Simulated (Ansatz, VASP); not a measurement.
# Two plane-wave programs on CaZr

Contents of INCAR:

```
SYSTEM = CaZr
PREC = Accurate
ENCUT = 520
EDIFF = 1E-6
ISMEAR = 0
SIGMA = 0.1
LREAL = .False.
LASPH = .True.
NELM = 60
ALGO = Fast
ISIF = 2
LWAVE = .False.
LCHARG = .True.
GGA = PE
LELF = .True.
LVHAR = .True.
NBANDS = 54
```

KPOINTS

```
Automatic mesh
0
Gamma
  4 4 4
  0 0 0
```

The input POSCAR:

```
CaZr
1.0
    5.5710258011      0.0000000000      0.0000000000
    0.0000000000      5.5710258011      0.0000000000
    0.0000000000      0.0000000000      5.5710258011
Ca Zr
4 4
Direct
    0.8440000000      0.8440000000      0.8440000000
    0.6560000000      0.1560000000      0.3440000000
    0.3440000000      0.6560000000      0.1560000000
    0.1560000000      0.3440000000      0.6560000000
    0.1500000000      0.1500000000      0.1500000000
    0.3500000000      0.8500000000      0.6500000000
    0.6500000000      0.3500000000      0.8500000000
    0.8500000000      0.6500000000      0.3500000000
```

Input for Ansatz:

```yaml
crystal:
  lattice:
    - [5.5710258011, 0.0, 0.0]
    - [0.0, 5.5710258011, 0.0]
    - [0.0, 0.0, 5.5710258011]
  atoms:
    - { symbol: Ca, position: [0.844, 0.844, 0.844] }
    - { symbol: Ca, position: [0.656, 0.156, 0.344] }
    - { symbol: Ca, position: [0.344, 0.656, 0.156] }
    - { symbol: Ca, position: [0.156, 0.344, 0.656] }
    - { symbol: Zr, position: [0.15, 0.15, 0.15] }
    - { symbol: Zr, position: [0.35, 0.85, 0.65] }
    - { symbol: Zr, position: [0.65, 0.35, 0.85] }
    - { symbol: Zr, position: [0.85, 0.65, 0.35] }
basis:
  ecutwfc: 420
kpoints:
  mp_grid: { grid: [4, 4, 4] }
hamiltonian:
  xc: pbe
scf:
  occupations: { method: gaussian, width: 0.1 }
  lower_state_search: "off"
output:
  forces: true
  stress: true
  eigenvalues: true
```

Alike in both runs: task single point; functional PBE; k mesh 4 × 4 × 4; occupations gaussian, width 0.1 eV; no spin polarisation.

|  | VASP | Ansatz |
| --- | --- | --- |
| version | VASP 6.6.1 | Ansatz 0.2.0 |
| potentials or method | VASP PAW PBE potentials, release 64 (Ca_sv, Zr_sv), cutoff 520 eV | scalar-relativistic, plane waves, PAW |
| valence electrons in the cell | 88 | 88 |

|  | VASP | Ansatz | Ansatz less VASP |
| --- | --- | --- | --- |
| gap on the k mesh at the Fermi level (eV) | none | none | - |
| pressure (GPa) | 18.8 | 18.6 | -0.16 |
| rms of the force components (eV/Å) | 0.131 | 0.130 | -0.0013 |

Atom by atom the forces differ by 0.001 eV/Å (rms over components). A gap of «none» marks a metal or a gap that the smearing closes.
